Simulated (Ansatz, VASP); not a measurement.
**One calculation of GaAs, two programs**

```
As Ga
1.0
     0.00000    2.86405    2.86405
     2.86405    0.00000    2.86405
     2.86405    2.86405    0.00000
As Ga
1 1
Direct
  0.75000 0.75000 0.75000
  0.00000 0.00000 0.00000
```

Change from the starting cell: volume scaled by 1.04.

Alike in both runs: task single point; functional revPBE; dispersion D3(BJ); k mesh 8 × 8 × 8; occupations methfessel-paxton of order 1, width 0.025 eV; collinear spin; fixed moment 1 μB.

|  | VASP | Ansatz |
| --- | --- | --- |
| version | VASP 6.6.1 | Ansatz 0.2.0 |
| potentials or method | VASP PAW PBE potentials, release 64 (As, Ga_d), cutoff 520 eV | all-electron LAPW, scalar-relativistic |

VASP gave:

* pressure (GPa): 2.7
* size of the moment on the site where the two differ most (μB): 0.32

**Question.** What did Ansatz give for the same quantities?

**Answer.** Pressure (GPa): 2.6; size of the moment on the site where the two differ most (μB): 0.37.

VASP's potentials were made for PBE, not for revPBE. Site moments also hang on the region over which each program counts them. Ansatz ran all-electron here, and VASP with PAW potentials.
